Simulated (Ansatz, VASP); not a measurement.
# HfO2: VASP beside Ansatz

```xyz
3
Lattice="0.0000 2.5808 2.5808 2.5808 0.0000 2.5808 2.5808 2.5808 0.0000" Properties=species:S:1:pos:R:3 pbc="T T T"
Hf    0.0000    0.0000    0.0000
O     1.2904    1.2904    1.2904
O     3.8712    3.8712    3.8712
```

Alike in both runs: task single point; functional PBEsol; k mesh 8 × 8 × 8; occupations gaussian, width 0.05 eV; no spin polarisation.

```csv
,VASP,Ansatz
version,VASP 6.6.1,Ansatz 0.2.0
potentials or method,"VASP PAW PBE potentials, release 64 (Hf_pv, O), cutoff 520 eV","scalar-relativistic, plane waves, PAW"
valence electrons in the cell,22,38
```

VASP gave:

```
gap on the k mesh at the Fermi level (eV) : 3.53
least direct gap on the mesh (eV)         : 3.53
pressure (GPa)                            : -19.0
```

Q: What did Ansatz give for the same quantities?

A: gap on the k mesh at the Fermi level (eV): 3.53; least direct gap on the mesh (eV): 3.53; pressure (GPa): -15.9.

VASP's potentials were made for PBE, not for PBEsol. VASP's potentials hold 22 valence electrons a cell and Ansatz's 38, so a difference there can come from the potentials and not from the codes.

Neither program's run includes spin-orbit coupling.
